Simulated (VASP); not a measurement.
The system is Be4Se3.

```
Be Se
1.0
     4.72707    0.00000    0.00000
    -2.36354    4.09376    0.00000
     0.00000    0.00000    5.94815
Be Se
4 3
Direct
  0.50000 0.00000 0.98022
  0.00000 0.50000 0.98022
  0.50000 0.50000 0.98022
  0.00000 0.00000 0.22075
  0.50000 0.00000 0.38800
  0.00000 0.50000 0.38800
  0.50000 0.50000 0.38800
```

* Program: VASP 6.6.1
* Task: relaxation of cell and atoms
* Functional: PBE
* Potentials or basis: VASP PAW PBE potentials, release 64 (Be, Se)
* Cutoff: 600 eV
* k mesh: 4 × 4 × 3
* Occupations: gaussian, width 0.2 eV
* Spin: no spin polarisation

At the start: pressure 17.3 GPa; volume 16.44 Å³/atom.

Q: Where does the relaxation end?

A: Over 27 steps the energy falls by 502.9 meV/atom and the volume is 17.06 Å³/atom (+3.8 %); space group P6mm (No. 183, to 0.05 Å).

Step by step:
| step | energy change (eV) | largest force (eV/Å) | pressure (GPa) | volume (Å³) |
| --- | --- | --- | --- | --- |
| 1 | 0.0000 | 1.7218 | 17.34 | 115.11 |
| 2 | -1.2247 | 1.0842 | -4.80 | 146.62 |
| 3 | -1.4436 | 1.2760 | -0.86 | 135.30 |
| 4 | -1.5429 | 1.3682 | -0.67 | 134.03 |
| 5 | -1.8537 | 1.6768 | 0.11 | 130.24 |
| 6 | -2.4246 | 1.6680 | 2.21 | 122.74 |
| 7 | -2.2944 | 2.4024 | 11.03 | 108.06 |
| 8 | -2.5765 | 1.5968 | 5.39 | 116.26 |
| 9 | -2.5622 | 1.9175 | 7.81 | 112.36 |
| 10 | -2.5785 | 1.9051 | 7.83 | 112.26 |
| 11 | -2.6235 | 1.8680 | 7.86 | 111.96 |
| 12 | -2.6968 | 1.7936 | 7.95 | 111.34 |
| 13 | -2.7719 | 1.6454 | 8.16 | 110.12 |
| 14 | -2.8618 | 1.5008 | 7.51 | 110.72 |
| 15 | -3.0884 | 1.1201 | 5.72 | 112.50 |
| 16 | -3.3768 | 0.5580 | 2.75 | 116.09 |
| 17 | -3.4941 | 0.1402 | -1.32 | 123.37 |
| 18 | -3.5073 | 0.1611 | -0.64 | 121.82 |
| 19 | -3.5080 | 0.1677 | -0.42 | 121.36 |
| 20 | -3.5078 | 0.1645 | -0.53 | 121.59 |
| 21 | -3.5088 | 0.1595 | -0.42 | 121.41 |
| 22 | -3.5109 | 0.1448 | -0.10 | 120.87 |
| 23 | -3.5103 | 0.1155 | 0.57 | 119.79 |
| 24 | -3.5114 | 0.1331 | 0.16 | 120.44 |
| 25 | -3.5127 | 0.1214 | 0.16 | 120.34 |
| 26 | -3.5161 | 0.0861 | 0.15 | 120.04 |
| 27 | -3.5202 | 0.0556 | 0.13 | 119.44 |

Final structure:
```cif
data_structure
_symmetry_space_group_name_H-M 'P 1'
_symmetry_Int_Tables_number 1
_cell_length_a 5.0949
_cell_length_b 5.0949
_cell_length_c 5.3132
_cell_angle_alpha 90.000
_cell_angle_beta 90.000
_cell_angle_gamma 120.000
_cell_volume 119.44
loop_
_atom_site_label
_atom_site_type_symbol
_atom_site_fract_x
_atom_site_fract_y
_atom_site_fract_z
_atom_site_occupancy
Be1 Be 0.50000 0.00000 0.99874 1
Be2 Be 0.00000 0.50000 0.99874 1
Be3 Be 0.50000 0.50000 0.99874 1
Be4 Be 0.00000 0.00000 0.96570 1
Se1 Se 0.50000 0.00000 0.45449 1
Se2 Se 0.00000 0.50000 0.45449 1
Se3 Se 0.50000 0.50000 0.45449 1
```

Caveat: the k points lie up to 0.39 Å⁻¹ apart in the final cell; the relaxation stopped at a loose force limit of 0.08 eV/Å, so its end isn't a converged minimum.
